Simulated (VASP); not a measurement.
A run of VASP 6.6.1 is set up as follows.

The input INCAR:

```
ALGO = Normal ; EDIFF = 1E-6
ENCUT = 520 ; GGA = PE
ISIF = 2 ; ISMEAR = -1
LASPH = True ; LCHARG = True
LELF = True ; LREAL = Auto
LVHAR = True ; LWAVE = False
NBANDS = 88 ; NELM = 100
PREC = Accurate ; SIGMA = 0.05
```

The input KPOINTS:

```
k-points
0
Gamma
  1 1 1
```

POSCAR

```
BH4CF3
1.0
    8.1432530000      0.0000000000      0.0000000000
    0.0000000000      8.1432530000      0.0000000000
    0.0000000000      0.0000000000      8.1432530000
B F C H
4 12 4 16
Direct
    0.5637182094      0.7502161605      0.4220549208
    0.3553493917      0.1274060870      0.6289869663
    1.0211889524      0.7190983751      0.1842752522
    0.0697018747      0.6545541444      0.7684889564
    0.6977555530      0.7724677104      0.5096243479
    0.5583395235      0.8185672237      0.2712552342
    0.4483589052      0.6528349297      0.4795626514
    0.3932089547      0.2818038442      0.6478492072
    0.4581338686      0.0245847697      0.5625515995
    0.1995394224      0.0896324847      0.6345007333
    0.9738245883      0.8675894019      0.1776194354
    1.1800198275      0.6963065006      0.2144965900
    0.9217078236      0.5950201965      0.1669111840
    0.1551836840      0.5102137929      0.7708958570
    0.0660546836      0.7498231972      0.8999106377
   -0.0057225288      0.7184229693      0.6352498197
    0.2247873178      0.2030024119      0.2207348832
    0.6556961941      0.1155312257      0.9751385595
    0.6302395370      0.5790683404      0.8991615513
    0.8359558520      0.3105392894      0.4986090939
    0.1790070872      0.1849506579      0.3508671535
    0.3537898184      0.2497773310      0.2222576162
    0.1507014457      0.2815950825      0.1476928201
    0.2212752078      0.0791452752      0.1572467416
    0.7250051055      0.1905258255      1.0675463479
    0.6788441916     -0.0154238116      1.0092281303
    0.7205965478      0.1354372755      0.8476710720
    0.5208852040      0.1408896420      0.9689739469
    0.5377457878      0.6006199242      0.9852573658
    0.7142600138      0.6901541681      0.8779538104
    0.5752983482      0.5467839449      0.7814813073
    0.7100602179      0.4769469891      0.9360878263
    0.7479689014      0.2192735508      0.5284251883
    0.9549991877      0.2559419436      0.5168204893
    0.8296807185      0.4023453526      0.5944921520
    0.8214653284      0.3733888656      0.3827340253
```

Potentials or basis: VASP PAW PBE potentials, release 64 (B, F, C, H).

Run with:

```bash
$ cat potpaw_PBE.64/B/POTCAR potpaw_PBE.64/F/POTCAR potpaw_PBE.64/C/POTCAR potpaw_PBE.64/H/POTCAR > POTCAR
$ mpirun -np 1 vasp_gam > vasp.out
```

Question: Estimate the pressure.

Answer: 0.9 GPa.

Question: Estimate the largest force.

Answer: 3.169 eV/Å.

Stress tensor (GPa, compression positive):
```
 1.46 -0.17 -0.03
-0.17  1.33  0.81
-0.03  0.81 -0.09
```

Caveat: the k points lie up to 0.77 Å⁻¹ apart; the atoms stand as in a frame of molecular dynamics.
